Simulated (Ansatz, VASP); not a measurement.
# SrCl2 in VASP and in Ansatz

File INCAR:

```
SYSTEM = SrCl2
ALGO     = Normal         ! electronic algorithm
EDIFF    = 1E-7           ! SCF threshold, eV
ENCUT    = 520            ! plane-wave cutoff, eV
GGA      = CA             ! functional
ISIF     = 2              ! what is computed and relaxed
ISMEAR   = 0              ! smearing method
LASPH    = .TRUE.         ! aspherical terms in the spheres
LCHARG   = .TRUE.         ! write CHGCAR
LELF     = .TRUE.         ! ELF
LREAL    = .FALSE.        ! projectors in reciprocal space
LVHAR    = .TRUE.       
LWAVE    = .FALSE.        ! write WAVECAR
NBANDS   = 19             ! bands
NELM     = 100            ! most SCF steps
PREC     = Accurate       ! precision mode
SIGMA    = 0.05           ! smearing width, eV
```

KPOINTS

```
k-points
0
G
  6 6 6
  0 0 0
```

File POSCAR:

```
SrCl2
1.0
    0.0000000000      3.6249200000      3.6249200000
    3.6249200000      0.0000000000      3.6249200000
    3.6249200000      3.6249200000      0.0000000000
Sr Cl
1 2
Direct
    0.0000000000      0.0000000000      0.0000000000
    0.2500000000      0.2500000000      0.2500000000
    0.7500000000      0.7500000000      0.7500000000
```

Input for Ansatz:

```yaml
crystal:
  lattice:
    - [0.0, 3.62492, 3.62492]
    - [3.62492, 0.0, 3.62492]
    - [3.62492, 3.62492, 0.0]
  atoms:
    - { symbol: Sr, position: [0.0, 0.0, 0.0] }
    - { symbol: Cl, position: [0.25, 0.25, 0.25] }
    - { symbol: Cl, position: [0.75, 0.75, 0.75] }
basis:
  ecutwfc: 420
kpoints:
  mp_grid: { grid: [6, 6, 6] }
hamiltonian:
  xc: lda
scf:
  occupations: { method: gaussian, width: 0.05 }
output:
  forces: true
  stress: true
  eigenvalues: true
```

Change from the starting cell: strain +0.040 along x and y, +0.040 along z, atoms carried along.

Alike in both runs: task single point; functional LDA; k mesh 6 × 6 × 6; occupations gaussian, width 0.05 eV; no spin polarisation.

```csv
,VASP,Ansatz
version,VASP 6.6.1,Ansatz 0.2.0
potentials or method,"VASP PAW LDA potentials, release 64 (Sr_sv, Cl), cutoff 520 eV","scalar-relativistic, plane waves, PAW"
valence electrons in the cell,24,24
```

|  | VASP | Ansatz | Ansatz less VASP |
| --- | --- | --- | --- |
| gap on the k mesh at the Fermi level (eV) | 4.47 | 4.46 | -0.008 |
| least direct gap on the mesh (eV) | 4.77 | 4.76 | -0.010 |
| pressure (GPa) | -5.4 | -5.5 | -0.06 |

LDA's correlation is that of Perdew and Zunger in VASP and of Perdew and Wang (1992) in Ansatz.
